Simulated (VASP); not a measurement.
# Ir2Ru (P6_3/mmc) in VASP: further runs

Runs on Ir2Ru. Level: PBE. Tasks: single point.

All numbers are computed with VASP 6.6.1; they aren't measurements. Logs are shortened: lines on timing, memory, paths and dates and some standing lists are left out, and cuts for length are marked.

### 1 The cell of the first run

The structure is hexagonal, space group P6_3/mmc (No. 194). The conventional cell has a = 2.574 Å, b = 2.574 Å, c = 14.565 Å, α = 90.00°, β = 90.00°, γ = 120.00°. Ru (site symmetry -6m2) has 6 Ru at 2.57 Å and 6 Ir at 2.85 Å within 3.4 Å. Within 3.4 Å of Ir (site symmetry 3m) lie 9 Ir at 2.57 to 2.85 Å and 3 Ru at 2.85 Å.

### 2 Single point, PBE

INCAR

```
PREC = Accurate ; ENCUT = 520
EDIFF = 1E-6 ; ISMEAR = 0
SIGMA = 0.1 ; LREAL = F
LASPH = T ; NELM = 100
ALGO = Normal ; ISIF = 2
LWAVE = F ; LCHARG = T
GGA = PE ; LELF = T
LVHAR = T ; NBANDS = 41
```

KPOINTS

```
Automatic mesh
0
Gamma
  6 6 2
```

POSCAR

```
Ir2Ru
1.0
    2.5744987700      0.0000000000      0.0000000000
   -1.2872493800      2.2295813300      0.0000000000
    0.0000000000      0.0000000000     14.5652086700
Ru Ir
2 4
Direct
    0.3333333300      0.6666666700      0.7500000000
    0.6666666700      0.3333333300      0.2500000000
    0.3333333300      0.6666666700      0.0833333300
    0.3333333300      0.6666666700      0.4166666700
    0.6666666700      0.3333333300      0.9166666700
    0.6666666700      0.3333333300      0.5833333300
```

Potentials or basis: VASP PAW PBE potentials, release 64 (Ru_pv, Ir).

Launch:

```console
$ cat potpaw_PBE.64/Ru_pv/POTCAR potpaw_PBE.64/Ir/POTCAR > POTCAR
$ mpirun -np 1 vasp_std > vasp.out
```

OUTCAR:

```text
PREC = Accurate
   ENCUT = 520
   EDIFF = 1E-6
   ISMEAR = 0
   LREAL = F
   LASPH = T
   NELM = 100
   ISIF = 2
   GGA = PE

 ion  position               nearest neighbor table
   1  0.333  0.667  0.750-   5 2.85   6 2.85   5 2.85   6 2.85   5 2.85   6 2.85
   2  0.667  0.333  0.250-   3 2.85   4 2.85   3 2.85   4 2.85   3 2.85   4 2.85
   3  0.333  0.667  0.083-   5 2.85   5 2.85   5 2.85   2 2.85   2 2.85   2 2.85
   4  0.333  0.667  0.417-   6 2.85   6 2.85   6 2.85   2 2.85   2 2.85   2 2.85
   5  0.667  0.333  0.917-   3 2.85   3 2.85   3 2.85   1 2.85   1 2.85   1 2.85
   6  0.667  0.333  0.583-   4 2.85   4 2.85   4 2.85   1 2.85   1 2.85   1 2.85

  LATTYP: Found a hexagonal cell.
 ALAT       =     2.5744987700
 C/A-ratio  =     5.6574929612

  Lattice vectors:

 A1 = (   2.5744987700,   0.0000000000,   0.0000000000)
 A2 = (  -1.2872493800,   2.2295813300,   0.0000000000)
 A3 = (   0.0000000000,   0.0000000000,  14.5652086700)

Analysis of symmetry for initial positions (statically):
=====================================================================
 Subroutine PRICEL returns:
 Original cell was already a primitive cell.

 Routine SETGRP: Setting up the symmetry group for a
 hexagonal supercell.

 Subroutine GETGRP returns: Found 24 space group operations
 (whereof 12 operations were pure point group operations)
 out of a pool of 24 trial point group operations.

The static configuration has the point symmetry D_3d.
 The point group associated with its full space group is D_6h.

Analysis of symmetry for dynamics (positions and initial velocities):
=====================================================================
 Subroutine PRICEL returns:
 Original cell was already a primitive cell.

 Routine SETGRP: Setting up the symmetry group for a
 hexagonal supercell.

 Subroutine GETGRP returns: Found 24 space group operations
 (whereof 12 operations were pure point group operations)
 out of a pool of 24 trial point group operations.

The dynamic configuration has the point symmetry D_3d.
 The point group associated with its full space group is D_6h.

 Subroutine INISYM returns: Found 24 space group operations
 (whereof 12 operations are pure point group operations),
 and found     1 'primitive' translations

----------------------------------------------------------------------------------------

                                     Primitive cell

  volume of cell :      83.6051

  direct lattice vectors                    reciprocal lattice vectors
     2.574498770  0.000000000  0.000000000     0.388425122  0.224257349  0.000000000
    -1.287249380  2.229581330  0.000000000     0.000000000  0.448514699  0.000000000
     0.000000000  0.000000000 14.565208670     0.000000000  0.000000000  0.068656758

  length of vectors
     2.574498770  2.574498762 14.565208670     0.448514698  0.448514699  0.068656758

  position of ions in fractional coordinates (direct lattice)
     0.333333330  0.666666670  0.750000000
     0.666666670  0.333333330  0.250000000
     0.333333330  0.666666670  0.083333330
     0.333333330  0.666666670  0.416666670
     0.666666670  0.333333330  0.916666670
     0.666666670  0.333333330  0.583333330

  ion indices of the primitive-cell ions
   primitive index   ion index
                 1           1
                 2           2
                 3           3
                 4           4
                 5           5
                 6           6

----------------------------------------------------------------------------------------

 KPOINTS: Automatic mesh

Automatic generation of k-mesh.
 Grid dimensions read from file:
 generate k-points for:    6    6    2

 Generating k-lattice:

  Cartesian coordinates                     Fractional coordinates (reciprocal lattice)
     0.064737520  0.037376225  0.000000000     0.166666667  0.000000000  0.000000000
     0.000000000  0.074752450  0.000000000     0.000000000  0.166666667  0.000000000
     0.000000000  0.000000000  0.034328379     0.000000000  0.000000000  0.500000000

  Length of vectors
     0.074752450  0.074752450  0.034328379

  Shift w.r.t. Gamma in fractional coordinates (k-lattice)
     0.000000000  0.000000000  0.000000000

 Subroutine IBZKPT returns following result:
 ===========================================

 Found     14 irreducible k-points:

 Following reciprocal coordinates:
            Coordinates               Weight
  0.000000  0.000000  0.000000      1.000000
  0.166667  0.000000  0.000000      6.000000
  0.333333  0.000000  0.000000      6.000000
  0.500000  0.000000  0.000000      3.000000
  0.166667  0.166667  0.000000      6.000000
  0.333333  0.166667  0.000000     12.000000
  0.333333  0.333333  0.000000      2.000000
  0.000000  0.000000  0.500000      1.000000
  0.166667  0.000000  0.500000      6.000000
  0.333333  0.000000  0.500000      6.000000
  0.500000  0.000000  0.500000      3.000000
  0.166667  0.166667  0.500000      6.000000
  0.333333  0.166667  0.500000     12.000000
  0.333333  0.333333  0.500000      2.000000
   k-points           NKPTS =     14   k-points in BZ     NKDIM =     14   number of bands    NBANDS=     41
   number of dos      NEDOS =    301   number of ions     NIONS =      6
   total plane-waves  NPLWV =  43200
   dimension x,y,z NGX =    20 NGY =   20 NGZ =  108
   dimension x,y,z NGXF=    40 NGYF=   40 NGZF=  216
   ions per type =               2   4
   NGX,Y,Z   is equivalent  to a cutoff of  12.91, 12.91, 12.33 a.u.
   NGXF,Y,Z  is equivalent  to a cutoff of  25.83, 25.83, 24.65 a.u.
 SYSTEM =  unknown system
   PREC   = accura    normal or accurate (medium, high low for compatibility)
   ISTART =      0    job   : 0-new  1-cont  2-samecut
   ICHARG =      2    charge: 1-file 2-atom 10-const
   ISPIN  =      1    spin polarized calculation?
   LNONCOLLINEAR =      F non collinear calculations
   LSORBIT =      F    spin-orbit coupling
   LASPH  =      T    aspherical Exc in radial PAW
   ENCUT  =  520.0 eV  38.22 Ry    6.18 a.u.   4.79  4.79 27.08*2*pi/ulx,y,z
   NELM   =    100;   NELMIN=  2; NELMDL= -5     # of ELM steps
   EDIFF  = 0.1E-05   stopping-criterion for ELM
   LREAL  =      F    real-space projection
   EDIFFG = 0.1E-04   stopping-criterion for IOM
   NSW    =      0    number of steps for IOM
   IBRION =     -1    ionic relax: 0-MD 1-quasi-New 2-CG
   NFREE  =      0    steps in history (QN), initial steepest desc. (CG)
   ISIF   =      2    stress and relaxation
   ISYM   =      2    0-nonsym 1-usesym 2-fastsym
   POTIM  = 0.5000    time-step for ionic-motion
   TEBEG  =    0.0;   TEEND  =   0.0 temperature during run
   PSTRESS=    0.0 pullay stress
   NELECT =      64.0000    total number of electrons
   NUPDOWN=      -1.0000    fix difference up-down
   EMIN   =  10.00;   EMAX   =-10.00  energy-range for DOS
   EFERMI =   0.00;   METHOD = LEGACY
   ISMEAR =     0;   SIGMA  =   0.10  broadening in eV -4-tet -1-fermi 0-gaus
   EFERMI_NEDOS =   21; number of points for ismear=-14 and -15
   IALGO  =     38    algorithm
   IMIX   =      4    mixing-type and parameters
     AMIX     =   0.40;   BMIX     =  1.00
     AMIX_MAG =   1.60;   BMIX_MAG =  1.00
  volume/ion in A,a.u.               =      13.93        94.03
  Fermi-wavevector in a.u.,A,eV,Ry     =   1.497582  2.830019 30.514487  2.242752
  Thomas-Fermi vector in A             =   2.609451
   LORBIT       =      0    0 simple, 1 ext, 2 COOP (PROOUT), +10 PAW based schemes
   GGA     = PE    functional components
   LHFCALC =     F    Hartree Fock is set to
   AEXX    =    0.0000 exact exchange contribution
   IVDW    =     0    specifies the selected vdW correction
   LEPSILON=     F    determine dielectric tensor
   LRPA    =     F    only Hartree local field effects (RPA)
 non-spin polarized calculation
 Gauss-broadening in eV      SIGMA  =   0.10
  energy-cutoff  :      520.00
  volume of cell :       83.61
 maximum number of plane-waves:      2277
 NGX is ok and might be reduce to    20
   NGX =  9   NGY =  9   NGZ = 55

 number of electron      64.0000014 magnetization

 Free energy of the ion-electron system (eV)
  ---------------------------------------------------
  ext. energy  EPLUGINS =         0.00000000
  ---------------------------------------------------
  free energy    TOTEN  =       -51.38386484 eV

  energy without entropy =      -51.33906639  energy(sigma->0) =      -51.36146561

 E-fermi :  11.1799     XC(G=0): -14.0122

 val. band max:       11.1623986046   @ k =   0.3333   0.3333   0.5000
 cond. band min:      11.2120274030   @ k =   0.1667   0.0000   0.5000
 fundamental gap:      0.0496287983
 Fermi energy:        11.1799172890

 k-point     1 :       0.0000    0.0000    0.0000
  band No.  band energies     occupation
      1     -31.8888      2.00000
      2     -31.8887      2.00000
      3     -31.2884      2.00000
      4     -31.2884      2.00000
      5     -31.2884      2.00000
      6     -31.2884      2.00000
[... 33 lines left out ...]
     40      11.9800      0.00000
     41      12.1158      0.00000

 k-point     2 :       0.1667    0.0000    0.0000
  band No.  band energies     occupation
      1     -31.8441      2.00000
      2     -31.8441      2.00000
      3     -31.5925      2.00000
      4     -31.5925      2.00000
      5     -31.3584      2.00000
      6     -31.3584      2.00000
[... 33 lines left out ...]
     40      12.4580      0.00000
     41      12.5102      0.00000

 k-point     3 :       0.3333    0.0000    0.0000
  band No.  band energies     occupation
      1     -32.1764      2.00000
      2     -32.1764      2.00000
      3     -31.7541      2.00000
      4     -31.7540      2.00000
      5     -31.4964      2.00000
      6     -31.4964      2.00000
[... 33 lines left out ...]
     40      13.3088      0.00000
     41      13.8994      0.00000

 k-point     4 :       0.5000    0.0000    0.0000
  band No.  band energies     occupation
      1     -32.4572      2.00000
      2     -32.4572      2.00000
      3     -31.7086      2.00000
      4     -31.7086      2.00000
      5     -31.5644      2.00000
      6     -31.5643      2.00000
[... 385 lines left out ...]
     40      12.2193      0.00000
     41      15.5328      0.00000

 k-point    13 :       0.3333    0.1667    0.5000
  band No.  band energies     occupation
      1     -32.3118      2.00000
      2     -32.3118      2.00000
      3     -31.7229      2.00000
      4     -31.7229      2.00000
      5     -31.7087      2.00000
      6     -31.7087      2.00000
[... 33 lines left out ...]
     40      15.7981      0.00000
     41      18.3224      0.00000

 k-point    14 :       0.3333    0.3333    0.5000
  band No.  band energies     occupation
      1     -32.1124      2.00000
      2     -32.1124      2.00000
      3     -32.1097      2.00000
      4     -32.1097      2.00000
      5     -31.6859      2.00000
      6     -31.6859      2.00000
[... 33 lines left out ...]
     40      18.3748      0.00000
     41      19.3761      0.00000

------------------------ aborting loop because EDIFF is reached ----------------------------------------

  FORCE on cell =-STRESS in cart. coord.  units (eV):
  Direction    XX          YY          ZZ          XY          YZ          ZX
  --------------------------------------------------------------------------------------
  -------------------------------------------------------------------------------------
  Total       22.8663228     22.8663226    -11.0988711      0.0000001     -0.0000000     -0.0000000
  in kB      438.2018360    438.2018333   -212.6947022      0.0000010     -0.0000000     -0.0000000
  external PRESSURE =     221.2363224 kB  Pullay stress =       0.0000000 kB

 VOLUME and BASIS-vectors are now :
 -----------------------------------------------------------------------------
  energy-cutoff  :      520.00
  volume of cell :       83.61
      direct lattice vectors                 reciprocal lattice vectors
     2.574498770  0.000000000  0.000000000     0.388425122  0.224257349  0.000000000
    -1.287249380  2.229581330  0.000000000     0.000000000  0.448514699  0.000000000
     0.000000000  0.000000000 14.565208670     0.000000000  0.000000000  0.068656758

 POSITION                                       TOTAL-FORCE (eV/Angst)
 -----------------------------------------------------------------------------------
     -0.00000      1.48639     10.92391         0.000000      0.000000     -0.000000
      1.28725      0.74319      3.64130        -0.000000     -0.000000     -0.000000
     -0.00000      1.48639      1.21377        -0.000000     -0.000000      0.551891
     -0.00000      1.48639      6.06884        -0.000000      0.000000     -0.551891
      1.28725      0.74319     13.35144        -0.000000     -0.000000     -0.551891
      1.28725      0.74319      8.49637        -0.000000     -0.000000      0.551891
 -----------------------------------------------------------------------------------
    total drift:                               -0.000005      0.000003     -0.000001

  FREE ENERGIE OF THE ION-ELECTRON SYSTEM (eV)
  ---------------------------------------------------
  free  energy   TOTEN  =       -51.3838648356 eV

  energy  without entropy=      -51.3390663938  energy(sigma->0) =      -51.36146561
```

Run time: 61 s. Hardware: 1 thread of Intel Xeon Platinum 8259CL at 2.50GHz (Skylake/Cascade Lake), shared host; peak memory 0.21 GiB.

Results:

```yaml
Free_energy: -51.3839 eV
Pressure: 22.1 GPa
Largest_force: 0.552 eV/Å
Band_gap_on_the_k_mesh: zero (bands 32 and 33 overlap by 3.05 eV)
```

Forces in eV/Å, atoms in the order of the input:
```
Ru   0.000  0.000  0.000
Ru   0.000  0.000  0.000
Ir   0.000  0.000  0.552
Ir   0.000  0.000 -0.552
Ir   0.000  0.000 -0.552
Ir   0.000  0.000  0.552
```

Caveat: the k points lie up to 0.47 Å⁻¹ apart, too coarse for converged energies and pressures of a metal; spin-orbit coupling is left out, which moves the levels of the heavy elements.

(Continued in part 2 of 2.)
